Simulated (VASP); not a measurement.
# H2 in VASP: notebook

H2 is run at these levels: PBE+D3(BJ); tasks: single point, relaxation of the atoms.

All numbers are computed with VASP 6.6.1; they aren't measurements. Logs are shortened: lines on timing, memory, paths and dates and some standing lists are left out, and cuts for length are marked.

### Step 1. The cell of the first run

The cell holds a molecule in a box, 2 atoms: a = 9.000 Å, b = 9.700 Å, c = 9.900 Å, α = 90.00°, β = 90.00°, γ = 90.00°.

### Step 2. Single point, PBE+D3(BJ)

Contents of INCAR:

```
PREC = Accurate ; ENCUT = 520
EDIFF = 1E-7 ; ISMEAR = 0
SIGMA = 0.01 ; LREAL = False
LASPH = True ; NELM = 100
ALGO = Normal ; ISIF = 2
LWAVE = False ; LCHARG = False
GGA = PE ; IVDW = 12
NBANDS = 8
```

Contents of KPOINTS:

```
regular mesh
0
Gamma
  1 1 1
```

Contents of POSCAR:

```
H
1.0
    9.0000000000      0.0000000000      0.0000000000
    0.0000000000      9.7000000000      0.0000000000
    0.0000000000      0.0000000000      9.9000000000
H
2
Direct
    0.5000000000      0.5278849101      0.5263059601
    0.5000000000      0.4721150899      0.4736940399
```

Potentials or basis: VASP PAW PBE potentials, release 64 (H).

Command:

```console
> cat potpaw_PBE.64/H/POTCAR > POTCAR
> mpirun -np 1 vasp_gam > vasp.out
```

OUTCAR:

```text
PREC = Accurate
   ENCUT = 520
   EDIFF = 1E-7
   ISMEAR = 0
   LREAL = False
   LASPH = True
   NELM = 100
   ISIF = 2
   GGA = PE
   IVDW = 12
 IVDW          = 12

 ion  position               nearest neighbor table
   1  0.500  0.528  0.526-   2 0.75
   2  0.500  0.472  0.474-   1 0.75

  LATTYP: Found a simple orthorhombic cell.
 ALAT       =     9.0000000000
 B/A-ratio  =     1.0777777778
 C/A-ratio  =     1.1000000000

  Lattice vectors:

 A1 = (   9.0000000000,   0.0000000000,   0.0000000000)
 A2 = (   0.0000000000,   9.7000000000,   0.0000000000)
 A3 = (   0.0000000000,   0.0000000000,   9.9000000000)

Analysis of symmetry for initial positions (statically):
=====================================================================
 Subroutine PRICEL returns:
 Original cell was already a primitive cell.

 Routine SETGRP: Setting up the symmetry group for a
 simple orthorhombic supercell.

 Subroutine GETGRP returns: Found  4 space group operations
 (whereof  4 operations were pure point group operations)
 out of a pool of  8 trial point group operations.

The static configuration has the point symmetry C_2h.

Analysis of symmetry for dynamics (positions and initial velocities):
=====================================================================
 Subroutine PRICEL returns:
 Original cell was already a primitive cell.

 Routine SETGRP: Setting up the symmetry group for a
 simple orthorhombic supercell.

 Subroutine GETGRP returns: Found  4 space group operations
 (whereof  4 operations were pure point group operations)
 out of a pool of  8 trial point group operations.

The dynamic configuration has the point symmetry C_2h.

 Subroutine INISYM returns: Found  4 space group operations
 (whereof  4 operations are pure point group operations),
 and found     1 'primitive' translations

----------------------------------------------------------------------------------------

                                     Primitive cell

  volume of cell :     864.2700

  direct lattice vectors                    reciprocal lattice vectors
     9.000000000  0.000000000  0.000000000     0.111111111  0.000000000  0.000000000
     0.000000000  9.700000000  0.000000000     0.000000000  0.103092784  0.000000000
     0.000000000  0.000000000  9.900000000     0.000000000  0.000000000  0.101010101

  length of vectors
     9.000000000  9.700000000  9.900000000     0.111111111  0.103092784  0.101010101

  position of ions in fractional coordinates (direct lattice)
     0.500000000  0.527884910  0.526305960
     0.500000000  0.472115090  0.473694040

  ion indices of the primitive-cell ions
   primitive index   ion index
                 1           1
                 2           2

----------------------------------------------------------------------------------------

 KPOINTS: regular mesh

Automatic generation of k-mesh.
 Grid dimensions read from file:
 generate k-points for:    1    1    1

 Generating k-lattice:

  Cartesian coordinates                     Fractional coordinates (reciprocal lattice)
     0.111111111  0.000000000  0.000000000     1.000000000  0.000000000  0.000000000
     0.000000000  0.103092784  0.000000000     0.000000000  1.000000000  0.000000000
     0.000000000  0.000000000  0.101010101     0.000000000  0.000000000  1.000000000

  Length of vectors
     0.111111111  0.103092784  0.101010101

  Shift w.r.t. Gamma in fractional coordinates (k-lattice)
     0.000000000  0.000000000  0.000000000

 Subroutine IBZKPT returns following result:
 ===========================================

 Found      1 irreducible k-points:

 Following reciprocal coordinates:
            Coordinates               Weight
  0.000000  0.000000  0.000000      1.000000
   k-points           NKPTS =      1   k-points in BZ     NKDIM =      1   number of bands    NBANDS=      8
   number of dos      NEDOS =    301   number of ions     NIONS =      2
   total plane-waves  NPLWV = 403200
   dimension x,y,z NGX =    70 NGY =   72 NGZ =   80
   dimension x,y,z NGXF=   140 NGYF=  144 NGZF=  160
   ions per type =               2
   NGX,Y,Z   is equivalent  to a cutoff of  12.93, 12.34, 13.43 a.u.
   NGXF,Y,Z  is equivalent  to a cutoff of  25.86, 24.68, 26.87 a.u.
 SYSTEM =  unknown system
   PREC   = accura    normal or accurate (medium, high low for compatibility)
   ISTART =      0    job   : 0-new  1-cont  2-samecut
   ICHARG =      2    charge: 1-file 2-atom 10-const
   ISPIN  =      1    spin polarized calculation?
   LNONCOLLINEAR =      F non collinear calculations
   LSORBIT =      F    spin-orbit coupling
   LASPH  =      T    aspherical Exc in radial PAW
   ENCUT  =  520.0 eV  38.22 Ry    6.18 a.u.  16.73 18.04 18.41*2*pi/ulx,y,z
   NELM   =    100;   NELMIN=  2; NELMDL= -5     # of ELM steps
   EDIFF  = 0.1E-06   stopping-criterion for ELM
   LREAL  =      F    real-space projection
   EDIFFG = 0.1E-05   stopping-criterion for IOM
   NSW    =      0    number of steps for IOM
   IBRION =     -1    ionic relax: 0-MD 1-quasi-New 2-CG
   NFREE  =      0    steps in history (QN), initial steepest desc. (CG)
   ISIF   =      2    stress and relaxation
   ISYM   =      2    0-nonsym 1-usesym 2-fastsym
   POTIM  = 0.5000    time-step for ionic-motion
   TEBEG  =    0.0;   TEEND  =   0.0 temperature during run
   PSTRESS=    0.0 pullay stress
   NELECT =       2.0000    total number of electrons
   NUPDOWN=      -1.0000    fix difference up-down
   EMIN   =  10.00;   EMAX   =-10.00  energy-range for DOS
   EFERMI =   0.00;   METHOD = LEGACY
   ISMEAR =     0;   SIGMA  =   0.01  broadening in eV -4-tet -1-fermi 0-gaus
   EFERMI_NEDOS =   21; number of points for ismear=-14 and -15
   IALGO  =     38    algorithm
   IMIX   =      4    mixing-type and parameters
     AMIX     =   0.40;   BMIX     =  1.00
     AMIX_MAG =   1.60;   BMIX_MAG =  1.00
  volume/ion in A,a.u.               =     432.13      2916.19
  Fermi-wavevector in a.u.,A,eV,Ry     =   0.216538  0.409198  0.637962  0.046889
  Thomas-Fermi vector in A             =   0.992251
   LORBIT       =      0    0 simple, 1 ext, 2 COOP (PROOUT), +10 PAW based schemes
   GGA     = PE    functional components
   LHFCALC =     F    Hartree Fock is set to
   AEXX    =    0.0000 exact exchange contribution
   IVDW    =    12    specifies the selected vdW correction
   LEPSILON=     F    determine dielectric tensor
   LRPA    =     F    only Hartree local field effects (RPA)
 non-spin polarized calculation
 Gauss-broadening in eV      SIGMA  =   0.01
  energy-cutoff  :      520.00
  volume of cell :      864.27
 maximum number of plane-waves:     11637
 NGX is ok and might be reduce to    70
   NGX = 33   NGY = 37   NGZ = 37

 number of electron       2.0000000 magnetization

 Free energy of the ion-electron system (eV)
  ---------------------------------------------------
  ext. energy  EPLUGINS =         0.00000000
  ---------------------------------------------------
  free energy    TOTEN  =        -6.77242650 eV

  energy without entropy =       -6.77242650  energy(sigma->0) =       -6.77242650

 E-fermi : -10.2247     XC(G=0):  -0.4289

 val. band max:      -10.2957318949   @ k =   0.0000   0.0000   0.0000
 cond. band min:      -0.1800341844   @ k =   0.0000   0.0000   0.0000
 fundamental gap:     10.1156977105
 Fermi energy:       -10.2247043995

 k-point     1 :       0.0000    0.0000    0.0000
  band No.  band energies     occupation
      1     -10.2957      2.00000
      2      -0.1800      0.00000
      3       0.3823      0.00000
      4       0.9799      0.00000
      5       1.1654      0.00000
      6       1.3878      0.00000
      7       1.4636      0.00000
      8       1.7089      0.00000

------------------------ aborting loop because EDIFF is reached ----------------------------------------

 Edisp (eV)   -0.00255

 E8    (eV) :    -0.0005

  FORCE on cell =-STRESS in cart. coord.  units (eV):
  Direction    XX          YY          ZZ          XY          YZ          ZX
  --------------------------------------------------------------------------------------
  -------------------------------------------------------------------------------------
  Total      -0.02752    -0.04479    -0.04319     0.00000    -0.01651     0.00000
  in kB      -0.05102    -0.08303    -0.08006     0.00000    -0.03061     0.00000
  external pressure =       -0.07 kB  Pullay stress =        0.00 kB

 VOLUME and BASIS-vectors are now :
 -----------------------------------------------------------------------------
  energy-cutoff  :      520.00
  volume of cell :      864.27
      direct lattice vectors                 reciprocal lattice vectors
     9.000000000  0.000000000  0.000000000     0.111111111  0.000000000  0.000000000
     0.000000000  9.700000000  0.000000000     0.000000000  0.103092784  0.000000000
     0.000000000  0.000000000  9.900000000     0.000000000  0.000000000  0.101010101

 POSITION                                       TOTAL-FORCE (eV/Angst)
 -----------------------------------------------------------------------------------
      4.50000      5.12048      5.21043         0.000000     -0.024618     -0.023475
      4.50000      4.57952      4.68957         0.000000      0.024618      0.023475
 -----------------------------------------------------------------------------------
    total drift:                                0.000000     -0.000000      0.000000

  FREE ENERGIE OF THE ION-ELECTRON SYSTEM (eV)
  ---------------------------------------------------
  free  energy   TOTEN  =        -6.7749774451 eV

  energy  without entropy=       -6.7749774451  energy(sigma->0) =       -6.77497745
```

Run time: 34 s. Hardware: 1 thread of Intel Xeon Platinum 8375C at 2.90GHz (Ice Lake), shared host; peak memory 0.71 GiB.

Results:

- Free energy: -6.7750 eV
- Largest force: 0.034 eV/Å
- Gap between the frontier levels: 10.12 eV
- Dispersion energy per atom: -0.001 eV

Forces on the atoms (eV/Å):
```
H    0.000 -0.025 -0.023
H    0.000  0.025  0.023
```

### Step 3. Single point, PBE+D3(BJ)

Contents of INCAR:

```
SYSTEM = H
  PREC = Accurate
  ENCUT = 520
  EDIFF = 1E-6
  ISMEAR = 0
  SIGMA = 0.01
  LREAL = .False.
  LASPH = .True.
  NELM = 100
  ALGO = Normal
  ISIF = 2
  LWAVE = .False.
  LCHARG = .False.
  GGA = PE
  IVDW = 12
  NBANDS = 8
```

Contents of KPOINTS:

```
regular mesh
0
Gamma
  1 1 1
  0 0 0
```

Contents of POSCAR:

```
H
1.0
    9.0000000000      0.0000000000      0.0000000000
    0.0000000000      9.7000000000      0.0000000000
    0.0000000000      0.0000000000      9.9000000000
H
2
Direct
    0.5000000000      0.5278618371      0.5262842895
    0.5000000000      0.4721381629      0.4737157105
```

Potentials or basis: VASP PAW PBE potentials, release 64 (H).

Command:

```console
> cat potpaw_PBE.64/H/POTCAR > POTCAR
> mpirun -np 1 vasp_gam > vasp.out
```

Wall time 32 s (1 thread of Intel Xeon Platinum 8375C at 2.90GHz (Ice Lake), shared host); peak memory 0.66 GiB.

Results (log left out):

* Free energy: -6.7750 eV
* Largest force: 0.013 eV/Å
* Gap between the frontier levels: 10.11 eV
* Dispersion energy per atom: -0.001 eV

Forces in eV/Å, atoms in the order of the input:
```
H    0.000 -0.009 -0.009
H    0.000  0.009  0.009
```

Levels at points of the mesh, in eV from the valence-band top:
```csv
k point,band 1,band 2,band 3,band 4
"(0.00, 0.00, 0.00)",0.00,10.11,10.68,11.28
```

(Part 1 of 2 ends here.)
